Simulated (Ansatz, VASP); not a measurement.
# One calculation of KZn2, two programs

```
CELL_PARAMETERS angstrom
1.85725 1.07228 5.60937
-1.85725 1.07228 5.60937
0.00000 -2.14457 5.60937
ATOMIC_POSITIONS crystal
K 0.00000 0.00000 0.00000
Zn 0.75000 0.75000 0.75000
Zn 0.25000 0.25000 0.25000
```

Alike in both runs: task relaxation of cell and atoms; functional PBE; k mesh 6 × 6 × 6; occupations gaussian, width 0.1 eV; no spin polarisation.

```csv
,VASP,Ansatz
version,VASP 6.6.1,Ansatz 0.2.0
potentials or method,"VASP PAW PBE potentials, release 64 (K_sv, Zn), cutoff 600 eV","scalar-relativistic, plane waves, PAW"
valence electrons in the cell,33,33
```

|  | VASP | Ansatz | Ansatz less VASP |
| --- | --- | --- | --- |
| gap on the k mesh at the Fermi level, each at its own relaxed structure (eV) | none | none | - |
| relaxed volume (Å³/atom) | 32.78 | 32.81 | +0.028 |
| relaxed length of the cell vector where the two differ most in proportion (Å) | 6.638 | 6.620 | -0.0176 |

A gap of «none» marks a metal or a gap that the smearing closes.

Noted on VASP's run: the volume moved by over 15 % at a fixed basis, so the end points are rough.
